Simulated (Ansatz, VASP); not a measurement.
# Two plane-wave programs on MgS

```
Mg S
1.0
     0.00000    2.49758    2.39352
     2.49758    0.00000    2.39352
     2.49758    2.49758    0.00000
Mg S
1 1
Cartesian
  0.0000 0.0000 0.0000
  2.4976 2.4976 2.3935
```

Change from the starting cell: strain -0.040 along x and y, -0.080 along z, atoms carried along.

Alike in both runs: task single point; functional r2SCAN; k mesh 8 × 8 × 8; occupations gaussian, width 0.05 eV; no spin polarisation.

|  | VASP | Ansatz |
| --- | --- | --- |
| version | VASP 6.6.1 | Ansatz 0.2.0 |
| potentials or method | VASP PAW PBE potentials, release 64 (Mg, S), cutoff 520 eV | scalar-relativistic, plane waves, PAW |
| valence electrons in the cell | 8 | 16 |

```csv
,VASP,Ansatz,Ansatz less VASP
gap on the k mesh at the Fermi level (eV),3.54,3.55,+0.019
least direct gap on the mesh (eV),5.75,5.76,+0.015
pressure (GPa),18.3,18.8,+0.54
"traceless stress, the component that is largest in VASP (GPa)",7.10,7.12,+0.014
```

VASP's potentials were made for PBE, not for r2SCAN. The functional is the same, so the differences come from potentials, cutoffs and numerics. VASP's potentials hold 8 valence electrons a cell and Ansatz's 16, so a difference there can come from the potentials and not from the codes.
